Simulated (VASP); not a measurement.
# BN (kpat) (F-43m) in VASP: vibrations by perturbation theory with PBE

Aim: the vibrations by perturbation theory of BN (kpat) with PBE.

Program: VASP 6.6.1. These are calculated values, not measurements. Logs are shortened: lines on timing, memory, paths and dates and some standing lists are left out, and cuts for length are marked.

## 1. The cell of the first run

Symmetry: F-43m, No. 216, cubic system. The conventional cell has a = 3.580 Å, b = 3.580 Å, c = 3.580 Å, α = 90.00°, β = 90.00°, γ = 90.00°. B (site symmetry -43m) has 4 N at 1.55 Å within 2.1 Å. Within 2.1 Å of N (site symmetry -43m) lie 4 B at 1.55 Å.

## 2. Vibrations by perturbation theory, PBE

The input, INCAR:

```
SYSTEM = BN
ALGO = Normal
EDIFF = 1E-8
ENCUT = 520
GGA = PE
IBRION = 8
ISIF = 2
ISMEAR = 0
LASPH = .True.
LCHARG = .False.
LEPSILON = .True.
LREAL = .False.
LWAVE = .False.
NELM = 100
NSW = 1
PREC = Accurate
SIGMA = 0.01
```

The input, KPOINTS:

```
k-points
0
Gamma
  12 12 12
  0 0 0
```

The input, POSCAR:

```
BN
1.0
    0.0000000000      1.7899407191      1.7899407191
    1.7899407191      0.0000000000      1.7899407191
    1.7899407191      1.7899407191      0.0000000000
B N
1 1
Direct
    0.0000000000      0.0000000000      0.0000000000
    0.2500000000      0.2500000000      0.2500000000
```

Potentials or basis: VASP PAW PBE potentials, release 64 (B, N).

The run is started by

```sh
$ cat potpaw_PBE.64/B/POTCAR potpaw_PBE.64/N/POTCAR > POTCAR
$ mpirun -np 1 vasp_std > vasp.out
```

OUTCAR:

```text
SYSTEM = BN
   EDIFF = 1E-8
   ENCUT = 520
   GGA = PE
   IBRION = 8
   ISIF = 2
   ISMEAR = 0
   LASPH = .True.
   LEPSILON = .True.
   LREAL = .False.
   NELM = 100
   NSW = 1
   PREC = Accurate

 ion  position               nearest neighbor table
   1  0.000  0.000  0.000-   2 1.55   2 1.55   2 1.55   2 1.55
   2  0.250  0.250  0.250-   1 1.55   1 1.55   1 1.55   1 1.55

  LATTYP: Found a face centered cubic cell.
 ALAT       =     3.5798814382

  Lattice vectors:

 A1 = (   0.0000000000,   1.7899407191,   1.7899407191)
 A2 = (   1.7899407191,   0.0000000000,   1.7899407191)
 A3 = (   1.7899407191,   1.7899407191,   0.0000000000)

Analysis of symmetry for initial positions (statically):
=====================================================================
 Subroutine PRICEL returns:
 Original cell was already a primitive cell.

 Routine SETGRP: Setting up the symmetry group for a
 face centered cubic supercell.

 Subroutine GETGRP returns: Found 24 space group operations
 (whereof 24 operations were pure point group operations)
 out of a pool of 48 trial point group operations.

The static configuration has the point symmetry T_d .

Analysis of symmetry for dynamics (positions and initial velocities):
=====================================================================
 Subroutine PRICEL returns:
 Original cell was already a primitive cell.

 Routine SETGRP: Setting up the symmetry group for a
 face centered cubic supercell.

 Subroutine GETGRP returns: Found 24 space group operations
 (whereof 24 operations were pure point group operations)
 out of a pool of 48 trial point group operations.

The dynamic configuration has the point symmetry T_d .

 Subroutine INISYM returns: Found 24 space group operations
 (whereof 24 operations are pure point group operations),
 and found     1 'primitive' translations

----------------------------------------------------------------------------------------

                                     Primitive cell

  volume of cell :      11.4695

  direct lattice vectors                    reciprocal lattice vectors
     0.000000000  1.789940719  1.789940719    -0.279338860  0.279338860  0.279338860
     1.789940719  0.000000000  1.789940719     0.279338860 -0.279338860  0.279338860
     1.789940719  1.789940719  0.000000000     0.279338860  0.279338860 -0.279338860

  length of vectors
     2.531358441  2.531358441  2.531358441     0.483829098  0.483829098  0.483829098

  position of ions in fractional coordinates (direct lattice)
     0.000000000  0.000000000  0.000000000
     0.250000000  0.250000000  0.250000000

  ion indices of the primitive-cell ions
   primitive index   ion index
                 1           1
                 2           2

----------------------------------------------------------------------------------------

 KPOINTS: k-points

Automatic generation of k-mesh.
 Grid dimensions read from file:
 generate k-points for:   12   12   12

 Generating k-lattice:

  Cartesian coordinates                     Fractional coordinates (reciprocal lattice)
[... 413 lines left out ...]
  ---------------------------------------------------
  ---------------------------------------------------
  free energy    TOTEN  =        -0.12242979 eV

  energy without entropy =       -0.12242979

------------------------ aborting loop because EDIFF is reached ----------------------------------------

--------------------------------------- Ionic step        2  -------------------------------------------

------------------------ aborting loop because EDIFF is reached ----------------------------------------

--------------------------------------- Ionic step        3  -------------------------------------------

------------------------ aborting loop because EDIFF is reached ----------------------------------------

 PIEZOELECTRIC TENSOR FIELD DIRECTION 3  (e Angst)
 -----------------------------------------------------------------------------
    -0.00032 -0.74314  0.00000           ( -0.00000 -0.00390  0.00000)
    -0.74314 -0.00032  0.00000           ( -0.00390 -0.00000  0.00000)
     0.00000  0.00000  0.00025           (  0.00000  0.00000 -0.00000)

 PIEZOELECTRIC TENSOR FIELD DIRECTION 3  (C/m^2)
 -----------------------------------------------------------------------------
    -0.00044 -1.03810  0.00000
    -1.03810 -0.00044  0.00000
     0.00000  0.00000  0.00035

--------------------------------------- Ionic step        4  -------------------------------------------

------------------------ aborting loop because EDIFF is reached ----------------------------------------

[... ionic steps 5 to 6 ...]

--------------------------------------- Ionic step        7  -------------------------------------------

 Free energy of the ion-electron system (eV)
  ---------------------------------------------------
  ---------------------------------------------------
  free energy    TOTEN  =        -0.23155890 eV

  energy without entropy =       -0.23155890

------------------------ aborting loop because EDIFF is reached ----------------------------------------

 INTERNAL STRAIN TENSOR  FOR ION    2  DIRECTION 1   (eV/Angst):
 -----------------------------------------------------------------------------
    -0.01538  0.00000  0.00000
     0.00000  0.00875 -3.32354
     0.00000 -3.32354  0.00875

 MACROSCOPIC STATIC DIELECTRIC TENSOR (including local field effects in DFT)
 ------------------------------------------------------
           4.577493     0.000000     0.000000
          -0.000000     4.577493     0.000000
          -0.000000    -0.000000     4.577493
 ------------------------------------------------------

 PIEZOELECTRIC TENSOR (including local field effects)  for field in x, y, z        (e  Angst)
          XX          YY          ZZ          XY          YZ          ZX
  --------------------------------------------------------------------------------
  x     0.00000    -0.00000     0.00000     0.00000    -0.74354     0.00000
  y     0.00000    -0.00000     0.00000     0.00000     0.00000    -0.74354
  z    -0.00000    -0.00000     0.00000    -0.74354     0.00000     0.00000

 PIEZOELECTRIC TENSOR (including local field effects)  for field in x, y, z        (C/m^2)
          XX          YY          ZZ          XY          YZ          ZX
  --------------------------------------------------------------------------------
  x     0.00000    -0.00000     0.00000     0.00000    -1.03865     0.00000
  y     0.00000    -0.00000     0.00000     0.00000     0.00000    -1.03865
  z    -0.00000    -0.00000     0.00000    -1.03865     0.00000     0.00000

 BORN EFFECTIVE CHARGES (including local field effects) (in |e|, cummulative output)
 ---------------------------------------------------------------------------------
 ion    1
    1     1.89346    -0.00000     0.00000
    2    -0.00000     1.89346     0.00000
    3     0.00000     0.00000     1.89346
 ion    2
    1    -1.89346     0.00000     0.00000
    2     0.00000    -1.89346    -0.00000
    3    -0.00000    -0.00000    -1.89346

 INTERNAL STRAIN TENSOR FOR ION    2 for displacements in x,y,z  (eV/Angst):
          X           Y           Z          XY          YZ          ZX
  --------------------------------------------------------------------------------
  x     0.00000     0.00000     0.00000     0.00000    -3.32354     0.00000
  y     0.00000     0.00000     0.00000     0.00000     0.00000    -3.32354
  z     0.00000     0.00000     0.00000    -3.32354     0.00000     0.00000

 SECOND DERIVATIVES (NOT SYMMETRIZED)
 ------------------------------------
               1X          1Y          1Z          2X          2Y          2Z
  1X   -26.021370    0.000000    0.000000   26.021370    0.000000    0.000000
  1Y     0.000000  -26.021370    0.000000    0.000000   26.021370    0.000000
  1Z     0.000000    0.000000  -26.021370    0.000000    0.000000   26.021370
  2X    26.018647    0.000000    0.000000  -26.018647    0.000000    0.000000
  2Y     0.000000   26.018647    0.000000    0.000000  -26.018647    0.000000
  2Z     0.000000    0.000000   26.018647    0.000000    0.000000  -26.018647

 Eigenvectors and eigenvalues of the dynamical matrix
 ----------------------------------------------------

   1 f  =   32.286750 THz   202.863632 2PiTHz 1076.970050 cm-1   133.527208 meV
             X         Y         Z           dx          dy          dz
      0.000000  0.000000  0.000000     0.751205   -0.000000    0.000000
      0.894970  0.894970  0.894970    -0.660069    0.000000    0.000000
[... 21 lines left out ...]
   6 f/i=    0.000838 THz     0.005263 2PiTHz    0.027941 cm-1     0.003464 meV
             X         Y         Z           dx          dy          dz
      0.000000  0.000000  0.000000    -0.147943    0.525143    0.371523
      0.894970  0.894970  0.894970    -0.168369    0.597650    0.422819

--------------------------------------------------------------------------------------------------------

 MACROSCOPIC STATIC DIELECTRIC TENSOR IONIC CONTRIBUTION
 ------------------------------------------------------
           2.173827    -0.000000     0.000000
          -0.000000     2.173827     0.000000
           0.000000     0.000000     2.173827
 ------------------------------------------------------

 ELASTIC MODULI CONTR FROM IONIC RELAXATION (kBar)
 Direction    XX          YY          ZZ          XY          YZ          ZX
 --------------------------------------------------------------------------------
 XX          -0.0000      0.0000      0.0000      0.0000     -0.0000      0.0000
 YY           0.0000     -0.0000      0.0000      0.0000      0.0000      0.0000
 ZZ           0.0000      0.0000     -0.0000     -0.0000      0.0000      0.0000
 XY           0.0000      0.0000     -0.0000    -56.0880      0.0000      0.0000
 YZ          -0.0000      0.0000      0.0000      0.0000    -56.0880      0.0000
 ZX           0.0000      0.0000      0.0000      0.0000      0.0000    -56.0880
 --------------------------------------------------------------------------------

 PIEZOELECTRIC TENSOR IONIC CONTR  for field in x, y, z        (C/m^2)
          XX          YY          ZZ          XY          YZ          ZX
  --------------------------------------------------------------------------------
  x     0.00000     0.00000     0.00000     0.00000     0.32856    -0.00000
  y    -0.00000    -0.00000     0.00000     0.00000    -0.00000     0.32856
  z     0.00000    -0.00000     0.00000     0.32856     0.00000     0.00000
```

Wall time 2 min (1 thread of Intel Xeon 6975P-C, shared host); peak memory 0.18 GiB.

Results:

| Item | Value |
| --- | --- |
| Electronic dielectric tensor (diagonal) | 4.58 |
| Born charges (mean of the diagonal) | B +1.89; N -1.89 e |
| Highest phonon frequency at Γ, LO-TO splitting left out | 1077 cm⁻¹ |

Phonon frequencies in cm⁻¹ (negative: imaginary):
| q point | frequencies |
| --- | --- |
| (0.000, 0.000, 0.000) | 0 0 0 1077 1077 1077 |

Electronic dielectric tensor:
```
4.58 0.00 0.00
0.00 4.58 0.00
0.00 0.00 4.58
```

Born effective charge tensors (e):
atom 1, B
```
1.89 0.00 0.00
0.00 1.89 0.00
0.00 0.00 1.89
```
atom 2, N
```
-1.89  0.00  0.00
 0.00 -1.89  0.00
 0.00  0.00 -1.89
```

Caveat: the cell wasn't relaxed at this level first, which shifts response properties.
